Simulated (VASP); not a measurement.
A run of VASP 6.6.1 is set up as follows.

POSCAR

```
CaO
1.0
    0.0000000000      2.4455011158      2.3735746124
    2.4455011158      0.0000000000      2.3735746124
    2.4455011158      2.4455011158      0.0000000000
Ca O
1 1
Direct
    0.0000000000      0.0000000000      0.0000000000
    0.5000000000      0.5000000000      0.5000000000
```

INCAR.step1

```
PREC = Accurate
ENCUT = 520
EDIFF = 1E-5
ISMEAR = 0
SIGMA = 0.01
LREAL = F
LASPH = T
NELM = 80
ALGO = Normal
ISIF = 2
LWAVE = T
NBANDS = 15
GGA = PE
```

INCAR.step2

```
PREC = Accurate
ENCUT = 520
EDIFF = 1E-6
ISMEAR = 0
SIGMA = 0.01
LREAL = F
LASPH = T
NELM = 80
ALGO = Normal
ISIF = 2
LWAVE = F
LCHARG = T
GGA = PE
LHFCALC = T
HFSCREEN = 0.2079
PRECFOCK = Normal
LELF = T
LVHAR = T
NBANDS = 15
ISTART = 1
```

The input KPOINTS:

```
regular mesh
0
Gamma
  6 6 6
```

Potentials or basis: VASP PAW PBE potentials, release 64 (Ca_sv, O).

Run with:

```bash
$ cat potpaw_PBE.64/Ca_sv/POTCAR potpaw_PBE.64/O/POTCAR > POTCAR
$ cp INCAR.step1 INCAR
$ mpirun -np 1 vasp_std > vasp.out
$ cp INCAR.step2 INCAR
$ mpirun -np 1 vasp_std > vasp.out
```

**Question.** Predict the pressure.

**Answer.** -2.1 GPa.

**Question.** Predict the band gap on the k mesh.

**Answer.** 5.20 eV (least direct gap 5.70 eV).

Stress tensor (GPa, compression positive):
```
-3.62  0.00  0.00
 0.00 -3.62  0.00
 0.00  0.00  0.89
```

Caveat: the cell differs from its parent crystal (epitaxial xy strain +2.0%); the PAW data sets were made with another functional, which shifts forces and pressure a little. A k mesh can miss the band edges.
